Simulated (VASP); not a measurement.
Here is a VASP 6.6.1 calculation.

Contents of INCAR:

```
SYSTEM = Te
ALGO     = Normal         ! electronic algorithm
EDIFF    = 1E-6           ! SCF threshold, eV
ENCUT    = 520            ! plane-wave cutoff, eV
GGA      = PS             ! functional
ISIF     = 2              ! what is computed and relaxed
ISMEAR   = -1             ! smearing method
LASPH    = .True.         ! aspherical terms in the spheres
LCHARG   = .False.        ! write CHGCAR
LREAL    = .False.        ! projectors in reciprocal space
LWAVE    = .False.        ! write WAVECAR
NBANDS   = 16             ! bands
NELM     = 80             ! most SCF steps
PREC     = Accurate       ! precision mode
SIGMA    = 0.05           ! smearing width, eV
```

KPOINTS

```
k-points
0
Gamma
  7 7 5
  0 0 0
```

Contents of POSCAR:

```
Te
1.0
    3.7420796697     -2.1429873958      0.0143401382
    3.7420796697      2.1429873958      0.0143401382
   -0.0699282023      0.0000000000      5.8416810516
Te
3
Direct
    0.0000000000      0.0000000000      0.0000000000
    0.3191048269      0.3191048269      0.3353192908
    0.6808951731      0.6808951731      0.6646807092
```

Potentials or basis: VASP PAW PBE potentials, release 64 (Te).

Command:

```bash
$ cat potpaw_PBE.64/Te/POTCAR > POTCAR
$ mpirun -np 1 vasp_std > vasp.out
```

**Question.** Predict the band gap on the k mesh.

**Answer.** Zero (bands 9 and 10 overlap by 0.25 eV).

**Question.** Predict the pressure.

**Answer.** 0.1 GPa.

Forces on the atoms (eV/Å):
```
Te   0.000  0.000  0.000
Te   0.007  0.000  0.000
Te  -0.007  0.000  0.000
```

Caveat: the PAW data sets were made with another functional, which shifts forces and pressure a little; spin-orbit coupling is left out, which moves the levels of the heavy elements.
